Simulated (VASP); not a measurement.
# TiSi2 (Fddd) in VASP: further runs

TiSi2 is run at these levels: PBE; tasks: single point.

Everything below comes from runs of VASP 6.6.1. Logs are shortened: lines on timing, memory, paths and dates and some standing lists are left out, and cuts for length are marked.

## Step 1: The cell of the first run

It takes space group Fddd (No. 70, orthorhombic). The conventional cell has a = 4.405 Å, b = 7.578 Å, c = 10.195 Å, α = 90.00°, β = 90.00°, γ = 90.00°. Within 3.3 Å of Ti (site symmetry 222) lie 10 Si at 2.53 to 2.85 Å. Within 3.3 Å of Si (site symmetry 2) lie 5 Si at 2.47 to 2.84 Å and 5 Ti at 2.53 to 2.85 Å.

## Step 2: Single point, PBE

INCAR

```
ALGO = Normal ; EDIFF = 1E-6
ENCUT = 520 ; GGA = PE
ISIF = 2 ; ISMEAR = 0
LASPH = True ; LCHARG = True
LELF = True ; LREAL = False
LVHAR = True ; LWAVE = False
NBANDS = 29 ; NELM = 60
PREC = Accurate ; SIGMA = 0.15
```

KPOINTS

```
k-points
0
Gamma
  14 14 14
```

POSCAR

```
TiSi2
1.0
    0.0000000000      3.7889024105      5.0975931528
    2.2025697150      0.0000000000      5.0975931528
    2.2025697150      3.7889024105      0.0000000000
Ti Si
2 4
Direct
    0.7500000000      0.7500000000      0.7500000000
    0.5000000000      0.5000000000      0.5000000000
    0.0868244589      0.4131755411      0.0868244589
    0.4131755411      0.0868244589      0.4131755411
    0.1631755411      0.8368244589      0.1631755411
    0.8368244589      0.1631755411      0.8368244589
```

Potentials or basis: VASP PAW PBE potentials, release 64 (Ti_sv, Si).

On the command line:

```bash
cat potpaw_PBE.64/Ti_sv/POTCAR potpaw_PBE.64/Si/POTCAR > POTCAR
mpirun -np 1 vasp_std > vasp.out
```

OUTCAR:

```text
EDIFF = 1E-6
   ENCUT = 520
   GGA = PE
   ISIF = 2
   ISMEAR = 0
   LASPH = True
   LREAL = False
   NELM = 60
   PREC = Accurate

 ion  position               nearest neighbor table
   1  0.750  0.750  0.750-   4 2.53   4 2.53   3 2.53   3 2.53   3 2.55   4 2.55   5 2.85   6 2.85
                             6 2.85   5 2.85
   2  0.500  0.500  0.500-   5 2.53   5 2.53   6 2.53   6 2.53   5 2.55   6 2.55   4 2.85   3 2.85
                             3 2.85   4 2.85
   3  0.087  0.413  0.087-   4 2.47   1 2.53   1 2.53   1 2.55   4 2.57   4 2.57   5 2.84   5 2.84
                             2 2.85   2 2.85
   4  0.413  0.087  0.413-   3 2.47   1 2.53   1 2.53   1 2.55   3 2.57   3 2.57   6 2.84   6 2.84
                             2 2.85   2 2.85
   5  0.163  0.837  0.163-   6 2.47   2 2.53   2 2.53   2 2.55   6 2.57   6 2.57   3 2.84   3 2.84
                             1 2.85   1 2.85
   6  0.837  0.163  0.837-   5 2.47   2 2.53   2 2.53   2 2.55   5 2.57   5 2.57   4 2.84   4 2.84
                             1 2.85   1 2.85

  LATTYP: Found a face centered orthorhombic cell.
 ALAT       =     4.4051394300
 B/A-ratio  =     1.7202190626
 C/A-ratio  =     2.3143844747

  Lattice vectors:

 A1 = (   0.0000000000,   3.7889024105,   5.0975931528)
 A2 = (   2.2025697150,   0.0000000000,   5.0975931528)
 A3 = (   2.2025697150,   3.7889024105,   0.0000000000)

Analysis of symmetry for initial positions (statically):
=====================================================================
 Subroutine PRICEL returns:
 Original cell was already a primitive cell.

 Routine SETGRP: Setting up the symmetry group for a
 face centered orthorhombic supercell.

 Subroutine GETGRP returns: Found  8 space group operations
 (whereof  4 operations were pure point group operations)
 out of a pool of  8 trial point group operations.

The static configuration has the point symmetry D_2 .
 The point group associated with its full space group is D_2h.

Analysis of symmetry for dynamics (positions and initial velocities):
=====================================================================
 Subroutine PRICEL returns:
 Original cell was already a primitive cell.

 Routine SETGRP: Setting up the symmetry group for a
 face centered orthorhombic supercell.

 Subroutine GETGRP returns: Found  8 space group operations
 (whereof  4 operations were pure point group operations)
 out of a pool of  8 trial point group operations.

The dynamic configuration has the point symmetry D_2 .
 The point group associated with its full space group is D_2h.

 Subroutine INISYM returns: Found  8 space group operations
 (whereof  4 operations are pure point group operations),
 and found     1 'primitive' translations

----------------------------------------------------------------------------------------

                                     Primitive cell

  volume of cell :      85.0821

  direct lattice vectors                    reciprocal lattice vectors
     0.000000000  3.788902410  5.097593153    -0.227007571  0.131964338  0.098085505
     2.202569715  0.000000000  5.097593153     0.227007571 -0.131964338  0.098085505
     2.202569715  3.788902410  0.000000000     0.227007571  0.131964338 -0.098085505

  length of vectors
     6.351475217  5.553086466  4.382589968     0.280299465  0.280299465  0.280299465

  position of ions in fractional coordinates (direct lattice)
     0.750000000  0.750000000  0.750000000
     0.500000000  0.500000000  0.500000000
     0.086824459  0.413175541  0.086824459
     0.413175541  0.086824459  0.413175541
     0.163175541  0.836824459  0.163175541
     0.836824459  0.163175541  0.836824459

  ion indices of the primitive-cell ions
   primitive index   ion index
                 1           1
                 2           2
                 3           3
                 4           4
                 5           5
                 6           6

----------------------------------------------------------------------------------------

 KPOINTS: k-points

Automatic generation of k-mesh.
 Grid dimensions read from file:
 generate k-points for:   14   14   14

 Generating k-lattice:

  Cartesian coordinates                     Fractional coordinates (reciprocal lattice)
    -0.016214826  0.009426024  0.007006108     0.071428571  0.000000000  0.000000000
     0.016214826 -0.009426024  0.007006108     0.000000000  0.071428571  0.000000000
     0.016214826  0.009426024 -0.007006108    -0.000000000 -0.000000000  0.071428571

  Length of vectors
     0.020021390  0.020021390  0.020021390

  Shift w.r.t. Gamma in fractional coordinates (k-lattice)
     0.000000000  0.000000000  0.000000000

 Subroutine IBZKPT returns following result:
 ===========================================

 Found    428 irreducible k-points:

 Following reciprocal coordinates:
            Coordinates               Weight
  0.000000  0.000000  0.000000      1.000000
  0.071429 -0.000000  0.000000      8.000000
  0.142857  0.000000  0.000000      8.000000
  0.214286 -0.000000 -0.000000      8.000000
  0.285714 -0.000000  0.000000      8.000000
  0.357143  0.000000  0.000000      8.000000
[... 16 lines left out ...]
  0.214286  0.142857 -0.000000      8.000000
  0.285714  0.142857  0.000000      8.000000
 [... further k-points ...]
   k-points           NKPTS =    428   k-points in BZ     NKDIM =    428   number of bands    NBANDS=     29
   number of dos      NEDOS =    301   number of ions     NIONS =      6
   total plane-waves  NPLWV =  72576
   dimension x,y,z NGX =    48 NGY =   42 NGZ =   36
   dimension x,y,z NGXF=    96 NGYF=   84 NGZF=   72
   ions per type =               2   4
   NGX,Y,Z   is equivalent  to a cutoff of  12.56, 12.57, 13.66 a.u.
   NGXF,Y,Z  is equivalent  to a cutoff of  25.13, 25.15, 27.31 a.u.
 SYSTEM =  unknown system
   PREC   = accura    normal or accurate (medium, high low for compatibility)
   ISTART =      0    job   : 0-new  1-cont  2-samecut
   ICHARG =      2    charge: 1-file 2-atom 10-const
   ISPIN  =      1    spin polarized calculation?
   LNONCOLLINEAR =      F non collinear calculations
   LSORBIT =      F    spin-orbit coupling
   LASPH  =      T    aspherical Exc in radial PAW
   ENCUT  =  520.0 eV  38.22 Ry    6.18 a.u.  11.81 10.33  8.15*2*pi/ulx,y,z
   NELM   =     60;   NELMIN=  2; NELMDL= -5     # of ELM steps
   EDIFF  = 0.1E-05   stopping-criterion for ELM
   LREAL  =      F    real-space projection
   EDIFFG = 0.1E-04   stopping-criterion for IOM
   NSW    =      0    number of steps for IOM
   IBRION =     -1    ionic relax: 0-MD 1-quasi-New 2-CG
   NFREE  =      0    steps in history (QN), initial steepest desc. (CG)
   ISIF   =      2    stress and relaxation
   ISYM   =      2    0-nonsym 1-usesym 2-fastsym
   POTIM  = 0.5000    time-step for ionic-motion
   TEBEG  =    0.0;   TEEND  =   0.0 temperature during run
   PSTRESS=    0.0 pullay stress
   NELECT =      40.0000    total number of electrons
   NUPDOWN=      -1.0000    fix difference up-down
   EMIN   =  10.00;   EMAX   =-10.00  energy-range for DOS
   EFERMI =   0.00;   METHOD = LEGACY
   ISMEAR =     0;   SIGMA  =   0.15  broadening in eV -4-tet -1-fermi 0-gaus
   EFERMI_NEDOS =   21; number of points for ismear=-14 and -15
   IALGO  =     38    algorithm
   IMIX   =      4    mixing-type and parameters
     AMIX     =   0.40;   BMIX     =  1.00
     AMIX_MAG =   1.60;   BMIX_MAG =  1.00
  volume/ion in A,a.u.               =      14.18        95.69
  Fermi-wavevector in a.u.,A,eV,Ry     =   1.272962  2.405549 22.047316  1.620432
  Thomas-Fermi vector in A             =   2.405812
   LORBIT       =      0    0 simple, 1 ext, 2 COOP (PROOUT), +10 PAW based schemes
   GGA     = PE    functional components
   LHFCALC =     F    Hartree Fock is set to
   AEXX    =    0.0000 exact exchange contribution
   IVDW    =     0    specifies the selected vdW correction
   LEPSILON=     F    determine dielectric tensor
   LRPA    =     F    only Hartree local field effects (RPA)
 non-spin polarized calculation
 Gauss-broadening in eV      SIGMA  =   0.15
  energy-cutoff  :      520.00
  volume of cell :       85.08
 maximum number of plane-waves:      2314
   NGX = 23   NGY = 21   NGZ = 17

 number of electron      39.9999999 magnetization

 Free energy of the ion-electron system (eV)
  ---------------------------------------------------
  ext. energy  EPLUGINS =         0.00000000
  ---------------------------------------------------
  free energy    TOTEN  =       -37.96691834 eV

  energy without entropy =      -37.89326767  energy(sigma->0) =      -37.93009300

 E-fermi :   9.8437     XC(G=0): -11.6439

 val. band max:        9.8421425014   @ k =  -0.3571   0.0714   0.2857
 cond. band min:       9.8455005671   @ k =   0.2857  -0.4286   0.1429
 fundamental gap:      0.0033580657
 Fermi energy:         9.8437082491

 k-point     1 :       0.0000    0.0000    0.0000
  band No.  band energies     occupation
      1     -46.2935      2.00000
      2     -46.2784      2.00000
      3     -22.7579      2.00000
      4     -22.6520      2.00000
      5     -22.6115      2.00000
      6     -22.5614      2.00000
[... 21 lines left out ...]
     28      13.7799      0.00000
     29      14.2412      0.00000

 k-point     2 :       0.0714   -0.0000    0.0000
  band No.  band energies     occupation
      1     -46.2933      2.00000
      2     -46.2785      2.00000
      3     -22.7571      2.00000
      4     -22.6538      2.00000
      5     -22.6108      2.00000
      6     -22.5625      2.00000
[... 21 lines left out ...]
     28      13.8539      0.00000
     29      14.2804      0.00000

 k-point     3 :       0.1429    0.0000    0.0000
  band No.  band energies     occupation
      1     -46.2928      2.00000
      2     -46.2789      2.00000
      3     -22.7545      2.00000
      4     -22.6584      2.00000
      5     -22.6089      2.00000
      6     -22.5655      2.00000
[... 638 lines left out ...]
      5     -22.6090      2.00000
      6     -22.5712      2.00000
[... 21 lines left out ...]
     28      13.9822      0.00000
     29      14.3599      0.00000

 k-point    24 :       0.2857    0.1429    0.0000
  band No.  band energies     occupation
      1     -46.2915      2.00000
      2     -46.2802      2.00000
      3     -22.7452      2.00000
      4     -22.6680      2.00000
      5     -22.6071      2.00000
      6     -22.5745      2.00000
[... 21 lines left out ...]
     28      14.0107      0.00000
     29      14.5230      0.00000

 [... further k-points ...]
[... 5 lines left out ...]
  --------------------------------------------------------------------------------------
  -------------------------------------------------------------------------------------
  Total       13.6607726     13.2519980    -12.9039267      0.0000000      0.0000000      0.0000000
  in kB      257.2453870    249.5477702   -242.9932564      0.0000000      0.0000000      0.0000000
  external PRESSURE =      87.9333003 kB  Pullay stress =       0.0000000 kB

 VOLUME and BASIS-vectors are now :
 -----------------------------------------------------------------------------
  energy-cutoff  :      520.00
  volume of cell :       85.08
      direct lattice vectors                 reciprocal lattice vectors
     0.000000000  3.788902410  5.097593153    -0.227007571  0.131964338  0.098085505
     2.202569715  0.000000000  5.097593153     0.227007571 -0.131964338  0.098085505
     2.202569715  3.788902410  0.000000000     0.227007571  0.131964338 -0.098085505

 POSITION                                       TOTAL-FORCE (eV/Angst)
 -----------------------------------------------------------------------------------
      3.30385      5.68335      7.64639         0.000000     -0.000000      0.000000
      2.20257      3.78890      5.09759        -0.000000      0.000000     -0.000000
      1.10128      0.65794      2.54880        -0.000000      0.068372     -0.000000
      1.10128      3.13096      2.54880        -0.000000     -0.068372     -0.000000
      2.20257      1.23651      5.09759        -0.000000     -0.068372      0.000000
      2.20257      6.34129      5.09759        -0.000000      0.068372      0.000000
 -----------------------------------------------------------------------------------
    total drift:                               -0.000000     -0.000000     -0.000000

  FREE ENERGIE OF THE ION-ELECTRON SYSTEM (eV)
  ---------------------------------------------------
  free  energy   TOTEN  =       -37.9669183378 eV

  energy  without entropy=      -37.8932676655  energy(sigma->0) =      -37.93009300
```

Wall time 17 min (1 thread of Intel Xeon Platinum 8488C (Sapphire Rapids), shared host); peak memory 0.9 GiB.

Results:

* Free energy: -37.9669 eV
* Pressure: 8.8 GPa
* Largest force: 0.068 eV/Å
* Band gap on the k mesh: zero (band 20 reaches 10.43 eV, above the bottom of band 21 at 9.57 eV)

Forces on the atoms (eV/Å):
```
Ti   0.000  0.000  0.000
Ti   0.000  0.000  0.000
Si   0.000  0.068  0.000
Si   0.000 -0.068  0.000
Si   0.000 -0.068  0.000
Si   0.000  0.068  0.000
```

Stress tensor (GPa, compression positive):
```
 25.72   0.00   0.00
  0.00  24.95   0.00
  0.00   0.00 -24.30
```

## Step 3: Single point, PBE

This run uses another cell than the first one, of the same volume but with other edges.

INCAR

```
PREC = Accurate
ENCUT = 520
EDIFF = 1E-6
ISMEAR = 0
SIGMA = 0.15
LREAL = F
LASPH = T
NELM = 60
ALGO = Normal
ISIF = 2
LWAVE = F
LCHARG = F
GGA = PE
NBANDS = 29
```

KPOINTS

```
regular mesh
0
Gamma
  14 14 14
```

Changes to POSCAR since step 2:

```diff
@@ -2,5 +2,5 @@
 1.0
-    0.0000000000      3.7889024105      5.0975931528
-    2.2025697150      0.0000000000      5.0975931528
-    2.2025697150      3.7889024105      0.0000000000
+    0.0000000000      4.0684729906      4.4210877539
+    2.3650900510      0.0000000000      4.4210877539
+    2.3650900510      4.0684729906      0.0000000000
 Ti Si
```

Potentials or basis: VASP PAW PBE potentials, release 64 (Ti_sv, Si).

On the command line:

```bash
cat potpaw_PBE.64/Ti_sv/POTCAR potpaw_PBE.64/Si/POTCAR > POTCAR
mpirun -np 1 vasp_std > vasp.out
```

Run time: 24 min. Hardware: 1 thread of Intel Xeon 6975P-C (Granite Rapids), shared host; peak memory 0.88 GiB.

The run converged. Its results:

```
Free energy            : -40.5933 eV
Pressure               : -0.7 GPa
Largest force          : 0.077 eV/Å
Band gap on the k mesh : zero (band 20 reaches 10.66 eV, above the bottom of band 21 at 8.94 eV)
```

Forces in eV/Å, atoms in the order of the input:
```
Ti   0.000  0.000  0.000
Ti   0.000  0.000  0.000
Si   0.000  0.077  0.000
Si   0.000 -0.077  0.000
Si   0.000 -0.077  0.000
Si   0.000  0.077  0.000
```

Stress tensor (GPa, compression positive):
```
  3.30   0.00   0.00
  0.00   4.74   0.00
  0.00   0.00 -10.23
```

Levels at points of the mesh, in eV from the Fermi level:
```csv
k point,band 18,band 19,band 20,band 21,band 22,band 23
"(0.00, 0.00, 0.00)",-1.79,-1.58,-1.20,-0.89,1.89,3.06
"(0.50, 0.00, 0.00)",-0.91,-0.09,0.18,0.96,1.31,1.53
"(0.50, 0.50, 0.00)",-1.39,-0.92,-0.92,0.30,0.30,3.24
"(0.50, 0.00, 0.50)",-2.41,-0.72,-0.72,1.27,1.27,3.06
"(0.00, 0.50, 0.50)",-1.16,-0.52,-0.52,0.54,0.54,2.21
```

(Part 1 of 2 ends here.)
